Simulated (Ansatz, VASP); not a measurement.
# SnTe: VASP beside Ansatz

```xyz
2
Lattice="0.0000 3.1565 3.0934 3.1565 0.0000 3.0934 3.1565 3.1565 0.0000" Properties=species:S:1:pos:R:3 pbc="T T T"
Sn    0.0000    0.0000    0.0000
Te    3.1565    3.1565    3.0934
```

Change from the starting cell: zz strain of -2 %, crystal datasets.

Alike in both runs: task electric field gradients; functional PBEsol; k mesh 11 × 11 × 11; occupations fermi-dirac, width 0.08 eV; no spin polarisation.

```csv
,VASP,Ansatz
version,VASP 6.6.1,Ansatz 0.2.0
potentials or method,"VASP PAW PBE potentials, release 64 (Sn_d, Te), cutoff 520 eV","all-electron PAW with datasets made for the crystal, scalar-relativistic"
```

Ansatz gave:

* pressure (GPa): 0.5
* traceless stress, the component that is largest in VASP (GPa): 1.93
* size of Vzz on the site where it differs most (V/Å²): 7.9

Question: Estimate VASP's values.

Answer: Pressure (GPa): 0.5; traceless stress, the component that is largest in VASP (GPa): 1.94; size of Vzz on the site where it differs most (V/Å²): 8.8.

VASP's potentials were made for PBE, not for PBEsol. Ansatz ran all-electron here, and VASP with PAW potentials.

Neither program's run includes spin-orbit coupling.
